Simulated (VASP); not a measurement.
# Zn2CdSe3: single point with PBE

The system is Zn2CdSe3.

```
Zn Cd Se
1.0
     4.15357    0.00000    0.00000
    -2.07679    3.59710    0.00000
     0.00000    0.00000   20.50592
Zn Cd Se
4 2 6
Direct
  0.00000 0.00000 0.00367
  0.00000 0.00000 0.50367
  0.66667 0.33333 0.16251
  0.66667 0.33333 0.66251
  0.33333 0.66667 0.33544
  0.33333 0.66667 0.83544
  0.00000 0.00000 0.12475
  0.00000 0.00000 0.62475
  0.66667 0.33333 0.28318
  0.66667 0.33333 0.78318
  0.33333 0.66667 0.46545
  0.33333 0.66667 0.96545
```

```json
{"Program": "VASP 6.6.1", "Task": "single point", "Functional": "PBE", "Potentials or basis": "VASP PAW PBE potentials, release 64 (Zn, Cd, Se)", "Cutoff": "520 eV", "k mesh": "6 × 6 × 1", "Occupations": "gaussian, width 0.1 eV", "Spin": "no spin polarisation"}
```

* Pressure: 0.2 GPa
* Largest force: 0.027 eV/Å
* Band gap on the k mesh: 0.70 eV

Forces on the atoms (eV/Å):
```
Zn   0.000  0.000  0.008
Zn   0.000  0.000  0.008
Zn   0.000  0.000  0.006
Zn   0.000  0.000  0.006
Cd   0.000  0.000  0.004
Cd   0.000  0.000  0.004
Se   0.000  0.000 -0.007
Se   0.000  0.000 -0.007
Se   0.000  0.000 -0.027
Se   0.000  0.000 -0.027
Se   0.000  0.000  0.016
Se   0.000  0.000  0.016
```

Levels at points of the mesh, in eV from the valence-band top:
```csv
k point,band 51,band 52,band 53,band 54,band 55,band 56,band 57,band 58
"(0.00, 0.00, 0.00)",-0.09,-0.09,0.00,0.00,0.70,1.86,1.98,2.10
"(0.50, 0.00, 0.00)",-1.35,-0.95,-0.92,-0.77,2.25,2.89,3.16,3.22
```

It took 120 s on 1 thread of Intel(R) Xeon(R) 6975P-C (Granite Rapids), on a shared host, peak memory 0.47 GiB.
